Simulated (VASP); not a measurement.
# Cu (Fm-3m) in VASP: a series of runs, part 2 of 2

VASP 6.6.1. The steps go on from the part before.

**3. Single point, PBEsol (volume scaled by 0.8)**

Input file INCAR:

```
ALGO     = Normal         # electronic algorithm
EDIFF    = 1E-6           # SCF threshold, eV
ENCUT    = 520            # plane-wave cutoff, eV
GGA      = PS             # functional
ISIF     = 2              # what is computed and relaxed
ISMEAR   = -1             # smearing method
LASPH    = True           # aspherical terms in the spheres
LCHARG   = False          # write CHGCAR
LREAL    = False          # projectors in reciprocal space
LWAVE    = False          # write WAVECAR
NBANDS   = 12             # bands
NELM     = 60             # most SCF steps
PREC     = Accurate       # precision mode
SIGMA    = 0.1            # smearing width, eV
```

Input file KPOINTS:

```
k-points
0
Gamma
  18 18 18
```

Input file POSCAR:

```
Cu
1.0
    0.0000000000      1.6541745187      1.6541745187
    1.6541745187      0.0000000000      1.6541745187
    1.6541745187      1.6541745187      0.0000000000
Cu
1
Direct
    0.0000000000      0.0000000000      0.0000000000
```

Potentials or basis: VASP PAW PBE potentials, release 64 (Cu).

On the command line:

```
$ cat potpaw_PBE.64/Cu/POTCAR > POTCAR
$ mpirun -np 1 vasp_std > vasp.out
```

OUTCAR:

```text
EDIFF = 1E-6
   ENCUT = 520
   GGA = PS
   ISIF = 2
   ISMEAR = -1
   LASPH = True
   LREAL = False
   NELM = 60
   PREC = Accurate

 ion  position               nearest neighbor table
   1  0.000  0.000  0.000-

  LATTYP: Found a face centered cubic cell.
 ALAT       =     3.3083490374

  Lattice vectors:

 A1 = (   0.0000000000,   1.6541745187,   1.6541745187)
 A2 = (   1.6541745187,   0.0000000000,   1.6541745187)
 A3 = (   1.6541745187,   1.6541745187,   0.0000000000)

Analysis of symmetry for initial positions (statically):
[... 5 lines left out ...]
 face centered cubic supercell.

 Subroutine GETGRP returns: Found 48 space group operations
 (whereof 48 operations were pure point group operations)
 out of a pool of 48 trial point group operations.

The static configuration has the point symmetry O_h .

Analysis of symmetry for dynamics (positions and initial velocities):
[... 5 lines left out ...]
 face centered cubic supercell.

 Subroutine GETGRP returns: Found 48 space group operations
 (whereof 48 operations were pure point group operations)
 out of a pool of 48 trial point group operations.

The dynamic configuration has the point symmetry O_h .

 Subroutine INISYM returns: Found 48 space group operations
 (whereof 48 operations are pure point group operations),
 and found     1 'primitive' translations

----------------------------------------------------------------------------------------

                                     Primitive cell

  volume of cell :       9.0526

  direct lattice vectors                    reciprocal lattice vectors
     0.000000000  1.654174519  1.654174519    -0.302265568  0.302265568  0.302265568
     1.654174519  0.000000000  1.654174519     0.302265568 -0.302265568  0.302265568
     1.654174519  1.654174519  0.000000000     0.302265568  0.302265568 -0.302265568

  length of vectors
     2.339356039  2.339356039  2.339356039     0.523539321  0.523539321  0.523539321

  position of ions in fractional coordinates (direct lattice)
     0.000000000  0.000000000  0.000000000

  ion indices of the primitive-cell ions
[... 94 lines left out ...]
     AMIX_MAG =   1.60;   BMIX_MAG =  1.00
  volume/ion in A,a.u.               =       9.05        61.09
  Fermi-wavevector in a.u.,A,eV,Ry     =   1.746952  3.301261 41.522840  3.051843
  Thomas-Fermi vector in A             =   2.818347
   LORBIT       =      0    0 simple, 1 ext, 2 COOP (PROOUT), +10 PAW based schemes
   GGA     = PS    functional components
   LHFCALC =     F    Hartree Fock is set to
   AEXX    =    0.0000 exact exchange contribution
   IVDW    =     0    specifies the selected vdW correction
   LEPSILON=     F    determine dielectric tensor
   LRPA    =     F    only Hartree local field effects (RPA)
 non-spin polarized calculation
  energy-cutoff  :      520.00
  volume of cell :        9.05
 maximum number of plane-waves:       262
 NGX is ok and might be reduce to    18
   NGX =  9   NGY =  9   NGZ =  9

 number of electron      10.9999988 magnetization

 Free energy of the ion-electron system (eV)
  ---------------------------------------------------
  ext. energy  EPLUGINS =         0.00000000
  ---------------------------------------------------
  free energy    TOTEN  =        -3.93168566 eV

  energy without entropy =       -3.92255082  energy(sigma->0) =       -3.92711824

 E-fermi :  11.2448     XC(G=0): -14.5405

 val. band max:       11.1647821768   @ k =  -0.2222   0.2778   0.1111
 cond. band min:      11.2517622597   @ k =  -0.4444   0.1111   0.0000
 fundamental gap:      0.0869800829
 Fermi energy:        11.2448167297

 k-point     1 :       0.0000    0.0000    0.0000
  band No.  band energies     occupation
      1      -0.4258      2.00000
      2       7.1941      2.00000
      3       7.1941      2.00000
      4       7.1941      2.00000
      5       8.4486      2.00000
      6       8.4486      2.00000
      7      35.8275      0.00000
      8      40.6236      0.00000
      9      40.6236      0.00000
     10      40.6236      0.00000
     11      43.6973      0.00000
     12      43.6973      0.00000
[... 331 lines left out ...]
 k-point    24 :      -0.2222    0.0556    0.0000
  band No.  band energies     occupation
      1       2.0417      2.00000
      2       6.7283      2.00000
      3       7.4224      2.00000
      4       7.4830      2.00000
      5       8.3609      2.00000
      6       8.7335      2.00000
      7      26.6452      0.00000
      8      34.3285      0.00000
      9      38.1378      0.00000
     10      40.5488      0.00000
     11      43.0798      0.00000
     12      43.4454      0.00000

 [... further k-points ...]
[... 5 lines left out ...]
  --------------------------------------------------------------------------------------
  -------------------------------------------------------------------------------------
  Total        3.7243208      3.7243208      3.7243208      0.0000000      0.0000000      0.0000000
  in kB      659.1491472    659.1491472    659.1491472      0.0000000      0.0000000      0.0000000
  external PRESSURE =     659.1491472 kB  Pullay stress =       0.0000000 kB

 VOLUME and BASIS-vectors are now :
 -----------------------------------------------------------------------------
  energy-cutoff  :      520.00
  volume of cell :        9.05
      direct lattice vectors                 reciprocal lattice vectors
     0.000000000  1.654174519  1.654174519    -0.302265568  0.302265568  0.302265568
     1.654174519  0.000000000  1.654174519     0.302265568 -0.302265568  0.302265568
     1.654174519  1.654174519  0.000000000     0.302265568  0.302265568 -0.302265568

 POSITION                                       TOTAL-FORCE (eV/Angst)
 -----------------------------------------------------------------------------------
      0.00000      0.00000      0.00000        -0.000000      0.000000      0.000000
 -----------------------------------------------------------------------------------
    total drift:                                0.000000     -0.000000     -0.000000

  FREE ENERGIE OF THE ION-ELECTRON SYSTEM (eV)
  ---------------------------------------------------
  free  energy   TOTEN  =        -3.9316856580 eV

  energy  without entropy=       -3.9225508237  energy(sigma->0) =       -3.92711824
```

OSZICAR:

```text
N       E                     dE             d eps       ncg     rms          rms(c)
DAV:   1     0.402846885764E+02    0.40285E+02   -0.54176E+03  5468   0.166E+03
DAV:   2    -0.384787089141E+01   -0.44133E+02   -0.40679E+02  4872   0.214E+02
DAV:   3    -0.504244388947E+01   -0.11946E+01   -0.11872E+01  5336   0.387E+01
DAV:   4    -0.504825307010E+01   -0.58092E-02   -0.58086E-02  5268   0.240E+00
DAV:   5    -0.504829445482E+01   -0.41385E-04   -0.41385E-04  5500   0.209E-01    0.846E+00
DAV:   6    -0.416788810263E+01    0.88041E+00   -0.11926E+01  5564   0.711E+01    0.243E+00
DAV:   7    -0.395721448762E+01    0.21067E+00   -0.13071E+00  5616   0.233E+01    0.858E-01
DAV:   8    -0.393213167015E+01    0.25083E-01   -0.14208E-02  6480   0.139E+00    0.144E-01
DAV:   9    -0.393167144909E+01    0.46022E-03   -0.16696E-03  6612   0.702E-01    0.188E-02
DAV:  10    -0.393168638377E+01   -0.14935E-04   -0.19981E-05  5464   0.594E-02    0.483E-03
DAV:  11    -0.393168565801E+01    0.72575E-06   -0.30629E-07  3712   0.113E-02
   1 F= -.39316857E+01 E0= -.39271182E+01  d E =-.913483E-02
```

stdout:

```text
POSCAR found type information on POSCAR Cu
 POSCAR found :  1 types and       1 ions
 scaLAPACK will be used
 -----------------------------------------------------------------------------
|                                                                             |
|                                                                             |
|     You enforced a specific xc type in the INCAR file but a different       |
|     I HOPE YOU KNOW WHAT YOU ARE DOING!                                     |
|                                                                             |
 -----------------------------------------------------------------------------

 LDA part: xc-table for (Slater+PW92), standard interpolation
 POSCAR, INCAR and KPOINTS ok, starting setup
 FFT: planning ... GRIDC
 FFT: planning ... GRID_SOFT
 FFT: planning ... GRID
 WAVECAR not read
 entering main loop
```

Run time: 14 s. Hardware: 1 thread of Intel Xeon 6975P-C, shared host; peak memory 0.13 GiB.

What came out:

| Property | Result |
| --- | --- |
| Free energy | -3.9317 eV |
| Pressure | 65.9 GPa |

Levels at points of the mesh, in eV from the Fermi level:
```tsv
k point	band 3	band 4	band 5	band 6	band 7	band 8	band 9	band 10
(0.00, 0.00, 0.00)	-4.05	-4.05	-2.80	-2.80	24.58	29.38	29.38	29.38
(0.50, 0.00, 0.00)	-4.11	-1.94	-1.94	-1.93	5.25	22.96	26.41	26.41
(0.50, 0.50, 0.00)	-1.97	-1.73	-1.73	1.22	9.11	15.20	15.20	20.51
```

Caveat: the PAW data sets were made with another functional, which shifts forces and pressure a little.

**4. Single point, PBEsol (volume scaled by 0.88)**

Input file INCAR:

```
SYSTEM = Cu
PREC = Accurate
ENCUT = 520
EDIFF = 1E-7
ISMEAR = -1
SIGMA = 0.1
LREAL = .False.
LASPH = .True.
NELM = 100
ALGO = Normal
ISIF = 2
LWAVE = .False.
LCHARG = .False.
GGA = PS
NBANDS = 12
```

Input file KPOINTS:

```
Automatic mesh
0
Gamma
  18 18 18
  0 0 0
```

Input file POSCAR:

```
Cu
1.0
    0.0000000000      1.7075714631      1.7075714631
    1.7075714631      0.0000000000      1.7075714631
    1.7075714631      1.7075714631      0.0000000000
Cu
1
Direct
    0.0000000000      0.0000000000      0.0000000000
```

On the command line:

```
$ cat potpaw_PBE.64/Cu/POTCAR > POTCAR
$ mpirun -np 1 vasp_std > vasp.out
```

It took 10 s on 1 thread of Intel Xeon 6975P-C, shared host; peak memory 0.13 GiB.

It converged, with:

* Free energy: -4.1960 eV
* Pressure: 30.2 GPa

Levels at points of the mesh, in eV from the Fermi level:
| k point | band 3 | band 4 | band 5 | band 6 | band 7 | band 8 | band 9 | band 10 |
| --- | --- | --- | --- | --- | --- | --- | --- | --- |
| (0.00, 0.00, 0.00) | -3.62 | -3.62 | -2.54 | -2.54 | 23.91 | 27.90 | 27.90 | 27.90 |
| (0.50, 0.00, 0.00) | -3.67 | -1.80 | -1.80 | -1.58 | 4.67 | 22.33 | 24.79 | 24.79 |
| (0.50, 0.50, 0.00) | -1.82 | -1.62 | -1.62 | 1.32 | 8.36 | 14.41 | 14.41 | 19.40 |

Caveat: the PAW data sets were made with another functional, which shifts forces and pressure a little.

**5. Single point, PBEsol (volume scaled by 0.88)**

Input file INCAR:

```
ALGO = Normal
EDIFF = 1E-6
ENCUT = 520
GGA = PS
ISIF = 2
ISMEAR = -1
LASPH = True
LCHARG = True
LELF = True
LREAL = False
LVHAR = True
LWAVE = False
NBANDS = 12
NELM = 80
PREC = Accurate
SIGMA = 0.1
```

Input file KPOINTS:

```
k-points
0
Gamma
  18 18 18
```

POSCAR is that of step 4.

On the command line:

```
$ cat potpaw_PBE.64/Cu/POTCAR > POTCAR
$ mpirun -np 1 vasp_std > vasp.out
```

It took 9.7 s on 1 thread of Intel Xeon 6975P-C, shared host; peak memory 0.13 GiB.

The run converged. Its results:

```yaml
Free_energy: -4.1960 eV
Pressure: 30.3 GPa
```

Levels at points of the mesh, in eV from the Fermi level:
```tsv
k point	band 4	band 5	band 6	band 7	band 8	band 9
(0.00, 0.00, 0.00)	-3.62	-2.54	-2.54	23.91	27.90	27.90
(0.50, 0.00, 0.00)	-1.80	-1.80	-1.58	4.67	22.33	24.79
(0.50, 0.50, 0.00)	-1.62	-1.62	1.32	8.36	14.41	14.41
```

Caveat: the PAW data sets were made with another functional, which shifts forces and pressure a little.

**6. The runs side by side**

```tsv
cell	gap on the mesh (eV)	pressure (GPa)
a = 2.259 Å, angles 60.0°, 1 atom	none	125.2
a = 2.339 Å, angles 60.0°, 1 atom	none	65.9
a = 2.415 Å, angles 60.0°, 1 atom	none	30.3
```

Alike in all rows: task single point; level PBEsol; potentials or basis VASP PAW PBE potentials, release 64 (Cu); no spin polarisation; k mesh 18 × 18 × 18; cutoff (eV) 520; smearing fermi-dirac 0.1 eV.

Caveats: the PAW data sets were made with another functional, which shifts forces and pressure a little.

Absolute energies hang on the potentials; compare differences alone.
